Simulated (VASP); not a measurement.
# BeCd2O3 (Immm) in VASP: single point with PBEsol

Aim: the single point of BeCd2O3 with PBEsol.

Program: VASP 6.6.1. These are calculated values, not measurements. Logs are shortened: lines on timing, memory, paths and dates and some standing lists are left out, and cuts for length are marked.

## (1) The cell of the first run

The structure is orthorhombic, space group Immm (No. 71). Conventional cell: a = 2.916 Å, b = 4.679 Å, c = 9.455 Å, α = 90.00°, β = 90.00°, γ = 90.00°. Within 2.5 Å of Be (site symmetry mmm) lie 6 O at 1.90 to 2.34 Å. Within 3.3 Å of Cd (site symmetry mm2) lie 6 O at 2.19 to 2.38 Å and 7 Cd at 2.92 to 3.27 Å and 5 Be at 3.09 to 3.20 Å. O (site symmetry mmm) has 4 Cd at 2.19 Å and 2 Be at 2.34 Å and 10 O at 2.92 to 3.01 Å within 3.1 Å. O (site symmetry mm2) has 2 Be at 1.90 Å and 4 Cd at 2.38 Å and 1 O at 2.43 Å within 2.5 Å.

## (2) Single point, PBEsol

Contents of INCAR:

```
  ALGO = Normal
  EDIFF = 1E-6
  ENCUT = 520
  GGA = PS
  ISIF = 2
  ISMEAR = -1
  LASPH = T
  LCHARG = T
  LELF = T
  LREAL = F
  LVHAR = T
  LWAVE = F
  NBANDS = 31
  NELM = 100
  PREC = Accurate
  SIGMA = 0.03
```

Contents of KPOINTS:

```
k-points
0
Gamma
  8 8 8
```

Contents of POSCAR:

```
BeCd2O3
1.0
   -1.4578820882      2.3393575646      4.7274580498
    1.4578820882     -2.3393575646      4.7274580498
    1.4578820882      2.3393575646     -4.7274580498
Be Cd O
1 2 3
Direct
    0.0000000000      0.0000000000      0.0000000000
    0.6728339580      0.6728339580      0.0000000000
    0.3271660420      0.3271660420      0.0000000000
    0.5000000000      0.0000000000      0.5000000000
    0.1283778825      0.6283778825      0.5000000000
    0.8716221175      0.3716221175      0.5000000000
```

Potentials or basis: VASP PAW PBE potentials, release 64 (Be, Cd, O).

On the command line:

```console
$ cat potpaw_PBE.64/Be/POTCAR potpaw_PBE.64/Cd/POTCAR potpaw_PBE.64/O/POTCAR > POTCAR
$ mpirun -np 1 vasp_std > vasp.out
```

OUTCAR:

```text
EDIFF = 1E-6
   ENCUT = 520
   GGA = PS
   ISIF = 2
   ISMEAR = -1
   LASPH = T
   LREAL = F
   NELM = 100
   PREC = Accurate

 ion  position               nearest neighbor table
   1  0.000  0.000  0.000-   5 1.90   6 1.90   5 1.90   6 1.90
   2  0.673  0.673  0.000-   4 2.19   4 2.19   5 2.38   5 2.38   6 2.38   6 2.38   3 3.12   3 3.12
                             3 3.12   3 3.12   3 3.27
   3  0.327  0.327  0.000-   4 2.19   4 2.19   6 2.38   6 2.38   5 2.38   5 2.38   2 3.12   2 3.12
                             2 3.12   2 3.12   2 3.27
   4  0.500  0.000  0.500-   3 2.19   2 2.19   2 2.19   3 2.19
   5  0.128  0.628  0.500-   1 1.90   1 1.90   2 2.38   2 2.38   3 2.38   3 2.38
   6  0.872  0.372  0.500-   1 1.90   1 1.90   3 2.38   3 2.38   2 2.38   2 2.38

  LATTYP: Found a body centered orthorhombic cell.
 ALAT       =     2.9157641764
 B/A-ratio  =     1.6046274137
 C/A-ratio  =     3.2426888896

  Lattice vectors:

 A1 = (  -1.4578820882,   2.3393575646,   4.7274580498)
 A2 = (   1.4578820882,  -2.3393575646,   4.7274580498)
 A3 = (   1.4578820882,   2.3393575646,  -4.7274580498)

Analysis of symmetry for initial positions (statically):
=====================================================================
 Subroutine PRICEL returns:
 Original cell was already a primitive cell.

 Routine SETGRP: Setting up the symmetry group for a
 body centered orthorhombic supercell.

 Subroutine GETGRP returns: Found  8 space group operations
 (whereof  8 operations were pure point group operations)
 out of a pool of  8 trial point group operations.

The static configuration has the point symmetry D_2h.

Analysis of symmetry for dynamics (positions and initial velocities):
=====================================================================
 Subroutine PRICEL returns:
 Original cell was already a primitive cell.

 Routine SETGRP: Setting up the symmetry group for a
 body centered orthorhombic supercell.

 Subroutine GETGRP returns: Found  8 space group operations
 (whereof  8 operations were pure point group operations)
 out of a pool of  8 trial point group operations.

The dynamic configuration has the point symmetry D_2h.

 Subroutine INISYM returns: Found  8 space group operations
 (whereof  8 operations are pure point group operations),
 and found     1 'primitive' translations

----------------------------------------------------------------------------------------

                                     Primitive cell

  volume of cell :      64.4921

  direct lattice vectors                    reciprocal lattice vectors
    -1.457882088  2.339357565  4.727458050     0.000000000  0.213733893  0.105765084
     1.457882088 -2.339357565  4.727458050     0.342963264  0.000000000  0.105765084
     1.457882088  2.339357565 -4.727458050     0.342963264  0.213733893  0.000000000

  length of vectors
     5.472373672  5.472373672  5.472373672     0.238471026  0.358901176  0.404111343

  position of ions in fractional coordinates (direct lattice)
     0.000000000  0.000000000  0.000000000
     0.672833958  0.672833958  0.000000000
     0.327166042  0.327166042  0.000000000
     0.500000000  0.000000000  0.500000000
     0.128377882  0.628377882  0.500000000
     0.871622118  0.371622118  0.500000000

  ion indices of the primitive-cell ions
   primitive index   ion index
                 1           1
                 2           2
                 3           3
                 4           4
                 5           5
                 6           6

----------------------------------------------------------------------------------------

 KPOINTS: k-points

Automatic generation of k-mesh.
 Grid dimensions read from file:
 generate k-points for:    8    8    8

 Generating k-lattice:

  Cartesian coordinates                     Fractional coordinates (reciprocal lattice)
     0.000000000  0.026716737  0.013220636     0.125000000  0.000000000  0.000000000
     0.042870408  0.000000000  0.013220636     0.000000000  0.125000000  0.000000000
     0.042870408  0.026716737  0.000000000     0.000000000  0.000000000  0.125000000

  Length of vectors
     0.029808878  0.044862647  0.050513918

  Shift w.r.t. Gamma in fractional coordinates (k-lattice)
     0.000000000  0.000000000  0.000000000

 Subroutine IBZKPT returns following result:
 ===========================================

 Found     95 irreducible k-points:

 Following reciprocal coordinates:
            Coordinates               Weight
  0.000000  0.000000  0.000000      1.000000
  0.125000  0.000000  0.000000      4.000000
  0.250000  0.000000  0.000000      4.000000
  0.375000 -0.000000  0.000000      4.000000
  0.500000  0.000000  0.000000      2.000000
  0.000000  0.125000  0.000000      4.000000
[... 16 lines left out ...]
  0.125000  0.375000  0.000000      8.000000
  0.250000  0.375000  0.000000      8.000000
 [... further k-points ...]
   k-points           NKPTS =     95   k-points in BZ     NKDIM =     95   number of bands    NBANDS=     31
   number of dos      NEDOS =    301   number of ions     NIONS =      6
   total plane-waves  NPLWV =  74088
   dimension x,y,z NGX =    42 NGY =   42 NGZ =   42
   dimension x,y,z NGXF=    84 NGYF=   84 NGZF=   84
   ions per type =               1   2   3
   NGX,Y,Z   is equivalent  to a cutoff of  12.76, 12.76, 12.76 a.u.
   NGXF,Y,Z  is equivalent  to a cutoff of  25.52, 25.52, 25.52 a.u.
 SYSTEM =  unknown system
   PREC   = accura    normal or accurate (medium, high low for compatibility)
   ISTART =      0    job   : 0-new  1-cont  2-samecut
   ICHARG =      2    charge: 1-file 2-atom 10-const
   ISPIN  =      1    spin polarized calculation?
   LNONCOLLINEAR =      F non collinear calculations
   LSORBIT =      F    spin-orbit coupling
   LASPH  =      T    aspherical Exc in radial PAW
   ENCUT  =  520.0 eV  38.22 Ry    6.18 a.u.  10.17 10.17 10.17*2*pi/ulx,y,z
   NELM   =    100;   NELMIN=  2; NELMDL= -5     # of ELM steps
   EDIFF  = 0.1E-05   stopping-criterion for ELM
   LREAL  =      F    real-space projection
   EDIFFG = 0.1E-04   stopping-criterion for IOM
   NSW    =      0    number of steps for IOM
   IBRION =     -1    ionic relax: 0-MD 1-quasi-New 2-CG
   NFREE  =      0    steps in history (QN), initial steepest desc. (CG)
   ISIF   =      2    stress and relaxation
   ISYM   =      2    0-nonsym 1-usesym 2-fastsym
   POTIM  = 0.5000    time-step for ionic-motion
   TEBEG  =    0.0;   TEEND  =   0.0 temperature during run
   PSTRESS=    0.0 pullay stress
   NELECT =      44.0000    total number of electrons
   NUPDOWN=      -1.0000    fix difference up-down
   EMIN   =  10.00;   EMAX   =-10.00  energy-range for DOS
   EFERMI =   0.00;   METHOD = LEGACY
   ISMEAR =    -1;   SIGMA  =   0.03  broadening in eV -4-tet -1-fermi 0-gaus
   EFERMI_NEDOS =   21; number of points for ismear=-14 and -15
   IALGO  =     38    algorithm
   IMIX   =      4    mixing-type and parameters
     AMIX     =   0.40;   BMIX     =  1.00
     AMIX_MAG =   1.60;   BMIX_MAG =  1.00
  volume/ion in A,a.u.               =      10.75        72.54
  Fermi-wavevector in a.u.,A,eV,Ry     =   1.441197  2.723468 28.259983  2.077050
  Thomas-Fermi vector in A             =   2.559857
   LORBIT       =      0    0 simple, 1 ext, 2 COOP (PROOUT), +10 PAW based schemes
   GGA     = PS    functional components
   LHFCALC =     F    Hartree Fock is set to
   AEXX    =    0.0000 exact exchange contribution
   IVDW    =     0    specifies the selected vdW correction
   LEPSILON=     F    determine dielectric tensor
   LRPA    =     F    only Hartree local field effects (RPA)
 non-spin polarized calculation
  energy-cutoff  :      520.00
  volume of cell :       64.49
 maximum number of plane-waves:      1772
 NGX is ok and might be reduce to    42
   NGX = 21   NGY = 21   NGZ = 21

 number of electron      44.0000000 magnetization

 Free energy of the ion-electron system (eV)
  ---------------------------------------------------
  ext. energy  EPLUGINS =         0.00000000
  ---------------------------------------------------
  free energy    TOTEN  =       -29.16171837 eV

  energy without entropy =      -29.16153714  energy(sigma->0) =      -29.16162776

 E-fermi :   3.1747     XC(G=0): -12.0412

 val. band max:        3.0376051485   @ k =  -0.2500   0.2500   0.2500
 cond. band min:       3.2217806200   @ k =   0.0000   0.0000   0.0000
 fundamental gap:      0.1841754715
 Fermi energy:         3.1747017445

 k-point     1 :       0.0000    0.0000    0.0000
  band No.  band energies     occupation
      1     -15.2039      2.00000
      2     -14.0237      2.00000
      3     -13.7289      2.00000
      4      -5.3333      2.00000
      5      -4.6991      2.00000
      6      -4.5076      2.00000
[... 23 lines left out ...]
     30      15.6693      0.00000
     31      17.6845      0.00000

 k-point     2 :       0.1250    0.0000    0.0000
  band No.  band energies     occupation
      1     -15.1548      2.00000
      2     -14.0277      2.00000
      3     -13.7646      2.00000
      4      -5.3305      2.00000
      5      -4.7668      2.00000
      6      -4.5580      2.00000
[... 23 lines left out ...]
     30      15.6085      0.00000
     31      17.1053      0.00000

 k-point     3 :       0.2500    0.0000    0.0000
  band No.  band energies     occupation
      1     -15.0195      2.00000
      2     -14.0564      2.00000
      3     -13.8492      2.00000
      4      -5.3380      2.00000
      5      -4.8480      2.00000
      6      -4.6531      2.00000
[... 703 lines left out ...]
     30      14.6305      0.00000
     31      14.8284      0.00000

 k-point    24 :       0.2500    0.3750    0.0000
  band No.  band energies     occupation
      1     -14.4070      2.00000
      2     -13.7552      2.00000
      3     -13.6336      2.00000
      4      -4.9980      2.00000
      5      -4.8066      2.00000
      6      -4.5595      2.00000
[... 23 lines left out ...]
     30      14.4352      0.00000
     31      14.7589      0.00000

 [... further k-points ...]

------------------------ aborting loop because EDIFF is reached ----------------------------------------

  FORCE on cell =-STRESS in cart. coord.  units (eV):
  Direction    XX          YY          ZZ          XY          YZ          ZX
  --------------------------------------------------------------------------------------
  -------------------------------------------------------------------------------------
  Total        0.7845476      0.5067588      0.8898956      0.0000000      0.0000000      0.0000000
  in kB       19.4905089     12.5894047     22.1076697      0.0000000      0.0000000      0.0000000
  external PRESSURE =      18.0625277 kB  Pullay stress =       0.0000000 kB

 VOLUME and BASIS-vectors are now :
 -----------------------------------------------------------------------------
  energy-cutoff  :      520.00
  volume of cell :       64.49
      direct lattice vectors                 reciprocal lattice vectors
    -1.457882088  2.339357565  4.727458050     0.000000000  0.213733893  0.105765084
     1.457882088 -2.339357565  4.727458050     0.342963264  0.000000000  0.105765084
     1.457882088  2.339357565 -4.727458050     0.342963264  0.213733893  0.000000000

 POSITION                                       TOTAL-FORCE (eV/Angst)
 -----------------------------------------------------------------------------------
      0.00000      0.00000      0.00000        -0.000000     -0.000000      0.000000
      0.00000      0.00000      6.36159         0.000000      0.000000      0.097917
      0.00000      0.00000      3.09333        -0.000000     -0.000000     -0.097917
      0.00000      2.33936      0.00000        -0.000000     -0.000000      0.000000
      1.45788      0.00000      1.21380         0.000000      0.000000     -0.056784
      0.00000      2.33936      3.51366        -0.000000      0.000000      0.056784
 -----------------------------------------------------------------------------------
    total drift:                                0.000000      0.000000     -0.000000

  FREE ENERGIE OF THE ION-ELECTRON SYSTEM (eV)
  ---------------------------------------------------
  free  energy   TOTEN  =       -29.1617183703 eV

  energy  without entropy=      -29.1615371449  energy(sigma->0) =      -29.16162776
```

Run time: 9.3 min. Hardware: 1 thread of Intel Xeon 8259CL, shared host; peak memory 0.36 GiB.

Results:

- Free energy: -29.1617 eV
- Pressure: 1.8 GPa
- Largest force: 0.098 eV/Å
- Band gap on the k mesh: 0.18 eV (least direct gap 0.45 eV)

Forces on the atoms (eV/Å):
```
Be   0.000  0.000  0.000
Cd   0.000  0.000  0.098
Cd   0.000  0.000 -0.098
O    0.000  0.000  0.000
O    0.000  0.000 -0.057
O    0.000  0.000  0.057
```

Stress tensor (GPa, compression positive):
```
1.95 0.00 0.00
0.00 1.26 0.00
0.00 0.00 2.21
```

Levels at points of the mesh, in eV from the valence-band top:
```tsv
k point	band 19	band 20	band 21	band 22	band 23	band 24	band 25	band 26
(0.00, 0.00, 0.00)	-1.36	-1.35	-0.91	-0.26	0.18	6.41	6.85	7.84
(0.50, 0.00, 0.00)	-1.50	-1.33	-0.33	-0.09	2.97	3.65	5.97	8.04
(0.00, 0.50, 0.00)	-2.21	-1.93	-1.07	-1.07	3.99	5.19	6.77	8.34
(0.50, 0.50, 0.00)	-1.62	-1.37	-0.47	-0.01	3.82	6.01	6.12	6.54
(0.50, 0.50, 0.50)	-1.94	-1.09	-0.93	-0.01	3.13	3.37	6.03	6.99
```

Caveat: semilocal functionals underestimate gaps, and a narrow one can read as zero; the PAW data sets were made with another functional, which shifts forces and pressure a little.
